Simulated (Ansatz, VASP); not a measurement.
# Two plane-wave programs on Ni3O

INCAR

```
PREC = Accurate
ENCUT = 520
EDIFF = 1E-6
ISMEAR = 0
SIGMA = 0.1
LREAL = F
LASPH = T
NELM = 150
ALGO = Normal
ISIF = 2
LWAVE = F
LCHARG = F
ISPIN = 2
MAGMOM = -2 2 2 2 -2 -2 0 0
LORBIT = 11
LMAXMIX = 4
GGA = PE
NBANDS = 50
```

Contents of KPOINTS:

```
Automatic mesh
0
Gamma
  6 6 2
```

POSCAR

```
Ni3O
1.0
    2.5181237500      0.0000000000      0.0000000000
   -1.2590618700      2.1807591400      0.0000000000
    0.0000000000      0.0000000000     12.1160469200
Ni O
6 2
Direct
    0.3333333300      0.6666666700      0.0888872600
    0.6666666700      0.3333333300      0.5888872600
    0.3333333300      0.6666666700      0.4111127400
    0.6666666700      0.3333333300      0.9111127400
    0.3333333300      0.6666666700      0.7500000000
    0.6666666700      0.3333333300      0.2500000000
    0.0000000000      0.0000000000      0.0000000000
    0.0000000000      0.0000000000      0.5000000000
```

Input for Ansatz:

```yaml
crystal:
  lattice:
    - [2.51812375, 0.0, 0.0]
    - [-1.25906187, 2.18075914, 0.0]
    - [0.0, 0.0, 12.11604692]
  atoms:
    - { symbol: Ni, position: [0.33333333, 0.66666667, 0.08888726], spin: -2.0 }
    - { symbol: Ni, position: [0.66666667, 0.33333333, 0.58888726], spin: 2.0 }
    - { symbol: Ni, position: [0.33333333, 0.66666667, 0.41111274], spin: 2.0 }
    - { symbol: Ni, position: [0.66666667, 0.33333333, 0.91111274], spin: 2.0 }
    - { symbol: Ni, position: [0.33333333, 0.66666667, 0.75], spin: -2.0 }
    - { symbol: Ni, position: [0.66666667, 0.33333333, 0.25], spin: -2.0 }
    - { symbol: O, position: [0.0, 0.0, 0.0] }
    - { symbol: O, position: [0.0, 0.0, 0.5] }
basis:
  ecutwfc: 420
kpoints:
  mp_grid: { grid: [6, 6, 2] }
hamiltonian:
  xc: pbe
scf:
  occupations: { method: gaussian, width: 0.1 }
  lower_state_search: "off"
output:
  forces: true
  stress: true
  eigenvalues: true
  populations: true
magnetization:
  spin_polarized: true
```

Change from the starting cell: species swapped into the Co3H type (P6_3/mmc, No. 194).

Alike in both runs: task single point; functional PBE; k mesh 6 × 6 × 2; occupations gaussian, width 0.1 eV; collinear spin.

|  | VASP | Ansatz |
| --- | --- | --- |
| version | VASP 6.6.1 | Ansatz 0.2.0 |
| potentials or method | VASP PAW PBE potentials, release 64 (Ni, O), cutoff 520 eV | scalar-relativistic, plane waves, PAW |
| valence electrons in the cell | 72 | 120 |

```csv
,VASP,Ansatz,Ansatz less VASP
gap on the k mesh at the Fermi level (eV),none,none,-
rms of the force components (eV/Å),2.403,2.393,-0.0102
net moment per atom (μB),0.00,0.00,0.000
size of the moment on the site where the two differ most (μB),0.00,0.53,+0.534
```

Site moments also hang on the region over which each program counts them. Atom by atom the forces differ by 0.010 eV/Å (rms over components). A gap of «none» marks a metal or a gap that the smearing closes. VASP's potentials hold 72 valence electrons a cell and Ansatz's 120, so a difference there can come from the potentials and not from the codes. Ansatz's warnings: seeded moment not kept.

The k mesh is coarse, so the values compare programs but aren't converged.
